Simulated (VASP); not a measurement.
Dy5C: single point with PBE

Dy5C:

```xyz
6
Lattice="6.7079 0.0000 0.0000 0.0000 6.7079 0.0000 0.0000 0.0000 4.7908" Properties=species:S:1:pos:R:3 pbc="T T T"
Dy    1.6705    1.6705    0.0000
Dy    5.0374    5.0374    0.0000
Dy    5.0374    1.6705    0.0000
Dy    1.6705    5.0374    0.0000
Dy    0.0000    0.0000    2.3954
C     0.0000    0.0000    0.0000
```

The cell was generated, and may not be a known phase.

```json
{
  "Program": "VASP 6.6.1",
  "Task": "single point",
  "Functional": "PBE",
  "Potentials or basis": "VASP PAW PBE potentials, release 64 (Dy_3, C), 4f in core",
  "Cutoff": "600 eV",
  "k mesh": "3 × 3 × 4",
  "Occupations": "gaussian, width 0.2 eV",
  "Spin": "no spin polarisation",
  "Dipole correction": "no",
  "Further INCAR settings": "ALGO = Normal; EDIFF = 1e-06; NBANDS = 34"
}
```

```
Pressure               : 0.8 GPa
Largest force          : 0.015 eV/Å
Band gap on the k mesh : zero (an odd number of electrons rules out a gap without spin polarisation)
```

Forces in eV/Å, atoms in the order of the input:
```
Dy   0.011  0.011  0.000
Dy  -0.011 -0.011  0.000
Dy  -0.011  0.011  0.000
Dy   0.011 -0.011  0.000
Dy   0.000  0.000  0.000
C    0.000  0.000  0.000
```

Stress tensor (GPa, compression positive):
```
1.05 0.00 0.00
0.00 1.05 0.00
0.00 0.00 0.33
```

Levels at points of the mesh, in eV from the Fermi level:
```tsv
k point	band 22	band 23	band 24	band 25	band 26	band 27
(0.00, 0.00, 0.00)	-0.69	-0.41	-0.16	-0.16	-0.09	-0.09
(0.00, 0.00, 0.50)	-1.09	-0.33	0.04	0.51	0.51	0.53
```

Wall time 45 s on 1 thread of Intel(R) Xeon(R) 6975P-C (Granite Rapids), on a shared host, peak memory 0.36 GiB.

Caveat: spin-orbit coupling is left out, which moves the levels of the heavy elements; the 4f electrons are frozen in the core, so they carry no moment and show no levels. Spin polarisation is off, so any magnetic state and its effect on volume and gap are missing.
